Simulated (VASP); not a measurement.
**C: relaxation of cell and atoms with PBEsol**

C:

```
CELL_PARAMETERS angstrom
2.43757 0.00000 0.00000
-1.21879 2.11100 0.00000
0.00000 0.00000 3.09006
ATOMIC_POSITIONS crystal
C 0.33333 0.66667 0.00000
C 0.66667 0.33333 0.00000
```

| Quantity | Value |
| --- | --- |
| Program | VASP 6.6.1 |
| Task | relaxation of cell and atoms |
| Functional | PBEsol |
| Potentials or basis | VASP PAW PBE potentials, release 64 (C) |
| Cutoff | 600 eV |
| k mesh | 18 × 18 × 12 |
| Occupations | fermi-dirac, width 0.15 eV |
| Spin | no spin polarisation |
| Target pressure | 22 GPa |
| Dipole correction | no |
| Further INCAR settings | ALGO = Normal; EDIFF = 1e-07; IBRION = 2; EDIFFG = -0.001; NSW = 80; ISIF = 3 |

* Relaxed volume: 7.30 Å³/atom
* Relaxed cell: a = 2.422 Å, b = 2.422 Å, c = 2.873 Å, α = 90.00°, β = 90.00°, γ = 120.00°
* Space group after relaxing (to 0.1 Å): P6/mmm (No. 191)
* Energy change on relaxing (the run minimises the enthalpy): +64.9 meV/atom
* Ionic steps: 17
* Pressure after relaxing: 22.0 GPa
* Band gap on the k mesh: zero (bands 4 and 5 overlap by 3.13 eV)

The path:
| step | energy change (eV) | largest force (eV/Å) | pressure (GPa) | volume (Å³) |
| --- | --- | --- | --- | --- |
| 1 | 0.0000 | 0.0000 | 11.30 | 15.90 |
| 2 | 0.1839 | 0.0000 | 40.61 | 14.71 |
| 3 | 0.0503 | 0.0000 | 22.19 | 15.41 |
| 4 | 0.0833 | 0.0000 | 22.10 | 14.99 |
| 5 | 0.1209 | 0.0000 | 22.26 | 14.66 |
| 6 | 0.1317 | 0.0000 | 22.33 | 14.58 |
| 7 | 0.1294 | 0.0000 | 22.28 | 14.60 |
| 8 | 0.1229 | 0.0000 | 21.00 | 14.64 |
| 9 | 0.1279 | 0.0000 | 22.01 | 14.61 |
| 10 | 0.1278 | 0.0000 | 22.00 | 14.61 |
| 11 | 0.1286 | 0.0000 | 21.98 | 14.60 |
| 12 | 0.1289 | 0.0000 | 21.96 | 14.60 |
| 13 | 0.1296 | 0.0000 | 21.95 | 14.59 |
| 14 | 0.1293 | 0.0000 | 21.94 | 14.60 |
| 15 | 0.1294 | 0.0000 | 21.94 | 14.60 |
| 16 | 0.1307 | 0.0000 | 22.14 | 14.59 |
| 17 | 0.1298 | 0.0000 | 22.00 | 14.59 |

Final structure:
```xyz
2
Lattice="2.4219 0.0000 0.0000 -1.2110 2.0975 0.0000 0.0000 0.0000 2.8726" Properties=species:S:1:pos:R:3 pbc="T T T"
C     0.0000    1.3983    0.0000
C     1.2110    0.6992    2.8726
```

Levels at points of the mesh, in eV from the Fermi level:
| k point | band 1 | band 2 | band 3 | band 4 | band 5 | band 6 | band 7 | band 8 |
| --- | --- | --- | --- | --- | --- | --- | --- | --- |
| (0.00, 0.00, 0.00) | -20.31 | -5.67 | -2.95 | -2.95 | 5.69 | 8.55 | 8.55 | 12.84 |
| (0.50, 0.00, 0.00) | -14.68 | -13.81 | -6.56 | -0.66 | 3.77 | 7.36 | 12.31 | 12.40 |
| (0.00, 0.00, 0.50) | -19.40 | -9.80 | -2.80 | -2.80 | 8.91 | 8.91 | 11.52 | 14.79 |
| (0.50, 0.00, 0.50) | -13.95 | -13.22 | -6.35 | -3.95 | 0.02 | 8.52 | 13.85 | 19.61 |

Wall time 2.9 min on 1 thread of AMD EPYC 7R13 Processor (Zen 3) (shared host), peak memory 0.12 GiB.

Caveat: the cell is relaxed towards a set pressure, so the run minimises the enthalpy, not the energy; this functional lacks dispersion, which binds layers or chains, so the pressure and a relaxed spacing across them are unreliable; the PAW data sets were made with another functional, which shifts forces and pressure a little.
